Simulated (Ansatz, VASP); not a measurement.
Al in VASP and in Ansatz

INCAR

```
PREC = Accurate ; ENCUT = 520
EDIFF = 1E-7 ; ISMEAR = 0
SIGMA = 0.15 ; LREAL = False
LASPH = True ; NELM = 100
ALGO = Fast ; ISIF = 2
LWAVE = False ; LCHARG = False
GGA = PS ; NBANDS = 8
```

Contents of KPOINTS:

```
Automatic mesh
0
Gamma
  20 20 20
```

File POSCAR:

```
Al
1.0
    0.0000000000      2.0239800000      2.1251790000
    2.0239800000      0.0000000000      2.1251790000
    2.0239800000      2.0239800000      0.0000000000
Al
1
Direct
    0.0000000000      0.0000000000      0.0000000000
```

Input for Ansatz:

```yaml
crystal:
  lattice:
    - [0.0, 2.02398, 2.125179]
    - [2.02398, 0.0, 2.125179]
    - [2.02398, 2.02398, 0.0]
  atoms:
    - { symbol: Al, position: [0.0, 0.0, 0.0] }
basis:
  ecutwfc: 420
kpoints:
  mp_grid: { grid: [20, 20, 20] }
hamiltonian:
  xc: pbesol
scf:
  occupations: { method: gaussian, width: 0.15 }
output:
  forces: true
  stress: true
  eigenvalues: true
```

Change from the starting cell: strain +0.000 along x and y, +0.050 along z, atoms carried along.

Alike in both runs: task single point; functional PBEsol; k mesh 20 × 20 × 20; occupations gaussian, width 0.15 eV; no spin polarisation.

|  | VASP | Ansatz |
| --- | --- | --- |
| version | VASP 6.6.1 | Ansatz 0.2.0 |
| potentials or method | VASP PAW PBE potentials, release 64 (Al), cutoff 520 eV | scalar-relativistic, plane waves, PAW |
| valence electrons in the cell | 3 | 3 |

|  | VASP | Ansatz | Ansatz less VASP |
| --- | --- | --- | --- |
| gap on the k mesh at the Fermi level (eV) | none | none | - |
| pressure (GPa) | -5.0 | -5.0 | -0.04 |
| traceless stress, the component that is largest in VASP (GPa) | -1.26 | -1.25 | +0.005 |

VASP's potentials were made for PBE, not for PBEsol. A gap of «none» marks a metal or a gap that the smearing closes. With one functional, cell and mesh, what is left measures potentials, basis and numerics.
